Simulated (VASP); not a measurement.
# Co (P6_3/mmc) in VASP: further runs, part 2 of 2

VASP 6.6.1. Earlier steps stand in the parts before.

**3. Single point, PBE, collinear spin, ferromagnetic start**

File INCAR:

```
SYSTEM = Co
PREC = Accurate
ENCUT = 520
EDIFF = 1E-7
ISMEAR = 1
SIGMA = 0.025
LREAL = .FALSE.
LASPH = .TRUE.
NELM = 150
ALGO = Fast
ISIF = 2
LWAVE = .FALSE.
LCHARG = .TRUE.
ISPIN = 2
MAGMOM = 2 2
LORBIT = 11
LMAXMIX = 4
GGA = PE
LELF = .TRUE.
LVHAR = .TRUE.
NBANDS = 20
```

File KPOINTS:

```
Automatic mesh
0
G
  10 10 6
  0 0 0
```

File POSCAR:

```
Co
1.0
    2.4719999032      0.0000000000      0.0000000000
   -1.2359999516      2.1408147143      0.0000000000
    0.0000000000      0.0000000000      4.0211440800
Co
2
Direct
    0.6666666667      0.3333333333      0.7500000000
    0.3333333333      0.6666666667      0.2500000000
```

Potentials or basis: VASP PAW PBE potentials, release 64 (Co).

Run with:

```
$ cat potpaw_PBE.64/Co/POTCAR > POTCAR
$ mpirun -np 1 vasp_std > vasp.out
```

OUTCAR:

```text
SYSTEM = Co
   PREC = Accurate
   ENCUT = 520
   EDIFF = 1E-7
   ISMEAR = 1
   LREAL = .FALSE.
   LASPH = .TRUE.
   NELM = 150
   ISIF = 2
   ISPIN = 2
   LORBIT = 11
   GGA = PE

 ion  position               nearest neighbor table
   1  0.667  0.333  0.750-   2 2.47   2 2.47   2 2.47   2 2.47   2 2.47   2 2.47
   2  0.333  0.667  0.250-   1 2.47   1 2.47   1 2.47   1 2.47   1 2.47   1 2.47

  LATTYP: Found a hexagonal cell.
 ALAT       =     2.4719999032
 C/A-ratio  =     1.6266764715

  Lattice vectors:

 A1 = (   2.4719999032,   0.0000000000,   0.0000000000)
 A2 = (  -1.2359999516,   2.1408147143,   0.0000000000)
 A3 = (   0.0000000000,   0.0000000000,   4.0211440800)

Analysis of symmetry for initial positions (statically):
=====================================================================
 Subroutine PRICEL returns:
 Original cell was already a primitive cell.

 Routine SETGRP: Setting up the symmetry group for a
 hexagonal supercell.

 Subroutine GETGRP returns: Found 24 space group operations
 (whereof 12 operations were pure point group operations)
 out of a pool of 24 trial point group operations.

The static configuration has the point symmetry D_3d.
 The point group associated with its full space group is D_6h.

Analysis of symmetry for dynamics (positions and initial velocities):
=====================================================================
 Subroutine PRICEL returns:
 Original cell was already a primitive cell.

 Routine SETGRP: Setting up the symmetry group for a
 hexagonal supercell.

 Subroutine GETGRP returns: Found 24 space group operations
 (whereof 12 operations were pure point group operations)
 out of a pool of 24 trial point group operations.

The dynamic configuration has the point symmetry D_3d.
 The point group associated with its full space group is D_6h.

Analysis of structural, dynamic, and magnetic symmetry:
=====================================================================
 Subroutine PRICEL returns:
 Original cell was already a primitive cell.

 Routine SETGRP: Setting up the symmetry group for a
 hexagonal supercell.

 Subroutine GETGRP returns: Found 24 space group operations
 (whereof 12 operations were pure point group operations)
 out of a pool of 24 trial point group operations.

The overall configuration has the point symmetry D_3d.
 The point group associated with its full space group is D_6h.

 Subroutine INISYM returns: Found 24 space group operations
 (whereof 12 operations are pure point group operations),
 and found     1 'primitive' translations

----------------------------------------------------------------------------------------

                                     Primitive cell

  volume of cell :      21.2803

  direct lattice vectors                    reciprocal lattice vectors
     2.471999903  0.000000000  0.000000000     0.404530760  0.233555943  0.000000000
    -1.235999952  2.140814714  0.000000000     0.000000000  0.467111887  0.000000000
     0.000000000  0.000000000  4.021144080     0.000000000  0.000000000  0.248685444

  length of vectors
     2.471999903  2.471999903  4.021144080     0.467111887  0.467111887  0.248685444

  position of ions in fractional coordinates (direct lattice)
     0.666666667  0.333333333  0.750000000
     0.333333333  0.666666667  0.250000000

  ion indices of the primitive-cell ions
   primitive index   ion index
[... 64 lines left out ...]
 SYSTEM =  Co
   PREC   = accura    normal or accurate (medium, high low for compatibility)
   ISTART =      0    job   : 0-new  1-cont  2-samecut
   ICHARG =      2    charge: 1-file 2-atom 10-const
   ISPIN  =      2    spin polarized calculation?
   LNONCOLLINEAR =      F non collinear calculations
   LSORBIT =      F    spin-orbit coupling
   LASPH  =      T    aspherical Exc in radial PAW
   ENCUT  =  520.0 eV  38.22 Ry    6.18 a.u.   4.60  4.60  7.48*2*pi/ulx,y,z
   NELM   =    150;   NELMIN=  2; NELMDL= -5     # of ELM steps
   EDIFF  = 0.1E-06   stopping-criterion for ELM
   LREAL  =      F    real-space projection
   EDIFFG = 0.1E-05   stopping-criterion for IOM
   NSW    =      0    number of steps for IOM
   IBRION =     -1    ionic relax: 0-MD 1-quasi-New 2-CG
   NFREE  =      0    steps in history (QN), initial steepest desc. (CG)
   ISIF   =      2    stress and relaxation
   ISYM   =      2    0-nonsym 1-usesym 2-fastsym
   POTIM  = 0.5000    time-step for ionic-motion
   TEBEG  =    0.0;   TEEND  =   0.0 temperature during run
   PSTRESS=    0.0 pullay stress
   NELECT =      18.0000    total number of electrons
   NUPDOWN=      -1.0000    fix difference up-down
   EMIN   =  10.00;   EMAX   =-10.00  energy-range for DOS
   EFERMI =   0.00;   METHOD = LEGACY
   ISMEAR =     1;   SIGMA  =   0.03  broadening in eV -4-tet -1-fermi 0-gaus
   EFERMI_NEDOS =   21; number of points for ismear=-14 and -15
   IALGO  =     68    algorithm
   IMIX   =      4    mixing-type and parameters
     AMIX     =   0.40;   BMIX     =  1.00
     AMIX_MAG =   1.60;   BMIX_MAG =  1.00
  volume/ion in A,a.u.               =      10.64        71.80
  Fermi-wavevector in a.u.,A,eV,Ry     =   1.548246  2.925761 32.614055  2.397065
  Thomas-Fermi vector in A             =   2.653224
   LORBIT       =     11    0 simple, 1 ext, 2 COOP (PROOUT), +10 PAW based schemes
   GGA     = PE    functional components
   LHFCALC =     F    Hartree Fock is set to
   AEXX    =    0.0000 exact exchange contribution
   IVDW    =     0    specifies the selected vdW correction
   LEPSILON=     F    determine dielectric tensor
   LRPA    =     F    only Hartree local field effects (RPA)
 spin polarized calculation
 RMM-DIIS sequential band-by-band and
 Methfessel and Paxton  Order N= 1 SIGMA  =   0.03
  energy-cutoff  :      520.00
  volume of cell :       21.28
 maximum number of plane-waves:       585
   NGX =  9   NGY =  9   NGZ = 15

 number of electron      17.9999990 magnetization       3.2992490

 Free energy of the ion-electron system (eV)
  ---------------------------------------------------
  ext. energy  EPLUGINS =         0.00000000
  ---------------------------------------------------
  free energy    TOTEN  =       -14.06493642 eV

  energy without entropy =      -14.06483568  energy(sigma->0) =      -14.06490284

 E-fermi :  10.5038     XC(G=0): -13.5197

 val. band max:       10.4931164970   @ k =   0.1000   0.0000   0.1667
 cond. band min:      10.5043020760   @ k =   0.2000   0.2000   0.3333
 fundamental gap:      0.0111855790
 Fermi energy:        10.5037761276

 spin component 1

 k-point     1 :       0.0000    0.0000    0.0000
  band No.  band energies     occupation
      1       1.5027      1.00000
      2       5.2903      1.00000
      3       7.8433      1.00000
      4       7.8889      1.00000
      5       7.8889      1.00000
      6       8.2032      1.00000
[... 541 lines left out ...]
     19      35.0624      0.00000
     20      35.5064      0.00000

 [... further k-points ...]

 spin component 2

 k-point     1 :       0.0000    0.0000    0.0000
  band No.  band energies     occupation
      1       1.5194      1.00000
      2       6.2554      1.00000
      3       9.4970      1.00000
      4       9.5675      1.00000
      5       9.5675      1.00000
      6       9.9360      1.00000
[... 541 lines left out ...]
     19      35.2382      0.00000
     20      35.8862      0.00000

 [... further k-points ...]
[... 5 lines left out ...]
  --------------------------------------------------------------------------------------
  -------------------------------------------------------------------------------------
  Total        0.7241193      0.7241193      0.4124468      0.0000000     -0.0000000      0.0000000
  in kB       54.5184577     54.5184577     31.0528410      0.0000000     -0.0000000      0.0000000
  external PRESSURE =      46.6965855 kB  Pullay stress =       0.0000000 kB

 VOLUME and BASIS-vectors are now :
 -----------------------------------------------------------------------------
  energy-cutoff  :      520.00
  volume of cell :       21.28
      direct lattice vectors                 reciprocal lattice vectors
     2.471999903  0.000000000  0.000000000     0.404530760  0.233555943  0.000000000
    -1.235999952  2.140814714  0.000000000     0.000000000  0.467111887  0.000000000
     0.000000000  0.000000000  4.021144080     0.000000000  0.000000000  0.248685444

 POSITION                                       TOTAL-FORCE (eV/Angst)
 -----------------------------------------------------------------------------------
      1.23600      0.71360      3.01586        -0.000000      0.000000      0.000000
     -0.00000      1.42721      1.00529         0.000000     -0.000000      0.000000
 -----------------------------------------------------------------------------------
    total drift:                                0.000000     -0.000000     -0.000000

  FREE ENERGIE OF THE ION-ELECTRON SYSTEM (eV)
  ---------------------------------------------------
  free  energy   TOTEN  =       -14.0649364174 eV

  energy  without entropy=      -14.0648356778  energy(sigma->0) =      -14.06490284

 total charge

# of ion       s       p       d       tot
------------------------------------------
    1        0.499   0.541   7.272   8.311
    2        0.499   0.541   7.272   8.311
--------------------------------------------------
tot          0.997   1.081  14.543  16.621

 magnetization (x)

# of ion       s       p       d       tot
------------------------------------------
    1       -0.013  -0.051   1.728   1.664
    2       -0.013  -0.051   1.728   1.664
--------------------------------------------------
tot         -0.026  -0.102   3.455   3.327
```

OSZICAR:

```text
N       E                     dE             d eps       ncg     rms          rms(c)
DAV:   1     0.865606915998E+02    0.86561E+02   -0.81672E+03  4712   0.125E+03
DAV:   2    -0.114068184250E+02   -0.97968E+02   -0.88461E+02  4552   0.219E+02
DAV:   3    -0.160390899857E+02   -0.46323E+01   -0.44249E+01  5088   0.570E+01
DAV:   4    -0.161077660329E+02   -0.68676E-01   -0.68614E-01  5464   0.617E+00
DAV:   5    -0.161098301053E+02   -0.20641E-02   -0.20639E-02  5244   0.102E+00    0.152E+01
RMM:   6    -0.144447443663E+02    0.16651E+01   -0.68210E+00  5335   0.279E+01    0.714E+00
RMM:   7    -0.141144087692E+02    0.33034E+00   -0.73590E-01  5289   0.972E+00    0.436E+00
RMM:   8    -0.140791599957E+02    0.35249E-01   -0.26652E-02  5970   0.107E+00    0.183E+00
RMM:   9    -0.140652080016E+02    0.13952E-01   -0.85390E-03  6352   0.496E-01    0.457E-01
RMM:  10    -0.140649049198E+02    0.30308E-03   -0.14733E-03  5847   0.338E-01    0.112E-01
RMM:  11    -0.140649305858E+02   -0.25666E-04   -0.57962E-04  6988   0.130E-01    0.582E-02
RMM:  12    -0.140649394164E+02   -0.88306E-05   -0.62661E-05  6681   0.459E-02    0.405E-02
RMM:  13    -0.140649354742E+02    0.39422E-05   -0.18163E-05  6044   0.435E-02    0.233E-02
RMM:  14    -0.140649357348E+02   -0.26058E-06   -0.65773E-06  6058   0.231E-02    0.526E-03
RMM:  15    -0.140649362398E+02   -0.50502E-06   -0.37962E-06  7241   0.874E-03    0.235E-03
RMM:  16    -0.140649365086E+02   -0.26882E-06   -0.16264E-07  4389   0.278E-03    0.936E-04
RMM:  17    -0.140649364174E+02    0.91201E-07   -0.43123E-08  3328   0.139E-03
   1 F= -.14064936E+02 E0= -.14064903E+02  d E =-.100740E-03  mag=     3.2993
```

stdout:

```text
POSCAR found type information on POSCAR Co
 POSCAR found :  1 types and       2 ions
 scaLAPACK will be used
 LDA part: xc-table for (Slater+PW92), standard interpolation
 POSCAR, INCAR and KPOINTS ok, starting setup
 FFT: planning ... GRIDC
 FFT: planning ... GRID_SOFT
 FFT: planning ... GRID
 WAVECAR not read
 entering main loop
WARNING in EDDRMM: call to ZHEGV failed, returncode =   8  4     19
WARNING in EDDRMM: call to ZHEGV failed, returncode =   8  4     18
```

Run time: 97 s. Hardware: 1 thread of Intel Xeon 8259CL, shared host; peak memory 0.16 GiB.

What came out:

```yaml
Free_energy: -14.0649 eV
Pressure: 4.7 GPa
Net_moment: 3.30 μB per cell
Site_moments: Co +1.66 μB
Valence_electrons_inside_the_program's_atomic_spheres: Co 8.31
```

**4. Single point, PBE, collinear spin, ferromagnetic start**

File INCAR:

```
SYSTEM = Co
  ALGO = Normal
  EDIFF = 1E-6
  ENCUT = 520
  GGA = PE
  ISIF = 2
  ISMEAR = 1
  ISPIN = 2
  LASPH = .True.
  LCHARG = .True.
  LELF = .True.
  LMAXMIX = 4
  LORBIT = 11
  LREAL = .False.
  LVHAR = .True.
  LWAVE = .False.
  MAGMOM = 2 2
  NBANDS = 20
  NELM = 150
  PREC = Accurate
  SIGMA = 0.01
```

File KPOINTS:

```
k-points
0
Gamma
  10 10 6
  0 0 0
```

POSCAR is that of step 3.

Run with:

```
$ cat potpaw_PBE.64/Co/POTCAR > POTCAR
$ mpirun -np 1 vasp_std > vasp.out
```

Run time: 71 s. Hardware: 1 thread of Intel Xeon 8259CL, shared host; peak memory 0.16 GiB.

It converged, with:

```yaml
Free_energy: -14.0650 eV
Pressure: 4.5 GPa
Net_moment: 3.28 μB per cell
Site_moments: Co +1.66 μB
Valence_electrons_inside_the_program's_atomic_spheres: Co 8.31
```

Stress tensor (GPa, compression positive):
```
5.22 0.00 0.00
0.00 5.22 0.00
0.00 0.00 3.03
```

Levels at points of the mesh, in eV from the Fermi level:
Spin up:
| k point | band 8 | band 9 | band 10 | band 11 | band 12 | band 13 | band 14 | band 15 |
| --- | --- | --- | --- | --- | --- | --- | --- | --- |
| (0.00, 0.00, 0.00) | -1.91 | -1.91 | -0.80 | -0.80 | -0.12 | 6.46 | 22.25 | 25.05 |
| (0.50, 0.00, 0.00) | -0.65 | -0.58 | -0.50 | 1.39 | 3.45 | 9.83 | 10.50 | 12.90 |
| (0.00, 0.00, 0.50) | -2.67 | -1.12 | -1.12 | -1.12 | -1.12 | 15.12 | 15.12 | 22.98 |
| (0.50, 0.00, 0.50) | -1.03 | -0.56 | -0.56 | 1.66 | 1.66 | 7.47 | 7.47 | 18.69 |
Spin down:
```csv
k point,band 4,band 5,band 6,band 7,band 8,band 9,band 10,band 11
"(0.00, 0.00, 0.00)",-0.94,-0.94,-0.57,-0.57,-0.17,-0.11,-0.11,1.11
"(0.50, 0.00, 0.00)",-1.82,-1.08,-1.04,-0.61,1.27,1.37,1.43,2.64
"(0.00, 0.00, 0.50)",-1.56,-1.00,-1.00,-1.00,-1.00,0.77,0.77,0.77
"(0.50, 0.00, 0.50)",-2.40,-0.01,-0.01,0.30,0.30,1.37,1.37,2.30
```

**5. Summary**

```tsv
smearing	gap on the mesh (eV)	pressure (GPa)	moment (μB)
methfessel-paxton 0.05 eV	none	4.6	3.30
methfessel-paxton 0.025 eV	none	4.7	3.30
methfessel-paxton 0.01 eV	none	4.5	3.28
```

Alike in all rows: task single point; level PBE; potentials or basis VASP PAW PBE potentials, release 64 (Co); spin collinear, ferromagnetic start; cell as given; k mesh 10 × 10 × 6; cutoff (eV) 520.

Every run on the cell as given and a fine mesh finds a metal.

Total energies depend on the potentials used, so only differences within one code and one set of settings carry meaning.
